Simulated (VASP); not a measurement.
Crystal: NaF.

```xyz
2
Lattice="0.0000 2.2512 2.2512 2.2512 0.0000 2.2512 2.2512 2.2512 0.0000" Properties=species:S:1:pos:R:3 pbc="T T T"
Na    0.0000    0.0000    0.0000
F     2.2512    2.2512    2.2512
```

This cell differs from its parent crystal: strain -2.0%.

Base run:

| Quantity | Value |
| --- | --- |
| Program | VASP 6.6.1 |
| Functional | PBE |
| Potentials or basis | VASP PAW PBE potentials, release 64 (Na_pv, F) |
| Cutoff | 520 eV |
| k mesh | 10 × 10 × 10 |
| Occupations | fermi-dirac, width 0.02 eV |
| Spin | no spin polarisation |

Its results: band gap on the k mesh 6.79 eV, direct; pressure 7.8 GPa.

Problem. The run is repeated on the same cell with these changes: functional from PBE to r2SCAN; occupations from fermi-dirac, width 0.02 eV to gaussian, width 0.01 eV. What comes out?

Solution. Band gap on the k mesh 7.69 eV, direct; pressure 3.1 GPa.

Caveats: the PAW data sets were made with another functional, which shifts forces and pressure a little (some runs).

A k mesh can miss the band edges.
